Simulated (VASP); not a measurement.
Zr2Se3S:

```
CELL_PARAMETERS angstrom
-3.80587 0.00000 0.00000
0.00000 0.00000 -6.22844
0.00000 -6.59196 0.00000
ATOMIC_POSITIONS crystal
Zr 0.50000 0.00000 0.50000
Zr 0.00000 0.00000 0.00000
Se 0.50000 0.23791 0.83333
Se 0.00000 0.23791 0.33333
Se 0.00000 0.76209 0.66667
S 0.50000 0.76209 0.16667
```

- Program: VASP 6.6.1
- Task: relaxation of cell and atoms
- Functional: LDA
- Potentials or basis: VASP PAW LDA potentials, release 64 (Zr_sv, Se, S)
- Cutoff: 500 eV
- k mesh: 6 × 4 × 4
- Occupations: gaussian, width 0.1 eV
- Spin: no spin polarisation

At the start: pressure -2.8 GPa; volume 26.04 Å³/atom.

Task: Where does the relaxation end?

Result: Over 18 steps the energy falls by 57.9 meV/atom and the volume is 22.87 Å³/atom (-12.2 %); space group Pm (No. 6, to 0.1 Å) before and after.

The path:
```tsv
step	energy change (eV)	largest force (eV/Å)	pressure (GPa)	volume (Å³)
1	0.0000	1.1352	-2.81	156.26
2	-0.1770	1.0943	2.59	146.14
3	-0.1822	1.0120	1.74	147.49
4	-0.2559	0.6037	-0.57	148.61
5	-0.2592	0.4559	-0.20	148.43
6	-0.2810	0.2630	-0.57	147.92
7	-0.2876	0.1656	-0.88	147.44
8	-0.2990	0.3610	0.33	144.58
9	-0.2992	0.3879	0.48	144.24
10	-0.3121	0.3067	0.39	143.26
11	-0.3272	0.4396	0.27	140.31
12	-0.3365	0.2394	-0.67	140.00
13	-0.3365	0.2403	-0.69	139.99
14	-0.3430	0.1648	0.28	137.75
15	-0.3431	0.1530	0.17	138.00
16	-0.3461	0.0911	0.01	137.81
17	-0.3470	0.0514	-0.11	137.64
18	-0.3472	0.0472	0.20	137.21
```

Final structure:
```cif
data_structure
_symmetry_space_group_name_H-M 'P 1'
_symmetry_Int_Tables_number 1
_cell_length_a 3.6779
_cell_length_b 5.8831
_cell_length_c 6.3414
_cell_angle_alpha 89.885
_cell_angle_beta 90.000
_cell_angle_gamma 90.000
_cell_volume 137.21
loop_
_atom_site_label
_atom_site_type_symbol
_atom_site_fract_x
_atom_site_fract_y
_atom_site_fract_z
_atom_site_occupancy
Zr1 Zr 0.50000 0.99482 0.49725 1
Zr2 Zr 0.00000 0.99169 0.00291 1
Se1 Se 0.50000 0.26576 0.83283 1
Se2 Se 0.00000 0.26813 0.33375 1
Se3 Se 0.00000 0.72481 0.66700 1
S1 S 0.50000 0.75479 0.16627 1
```

Caveat: the relaxation stopped at a loose force limit of 0.05 eV/Å, so its end isn't a converged minimum.
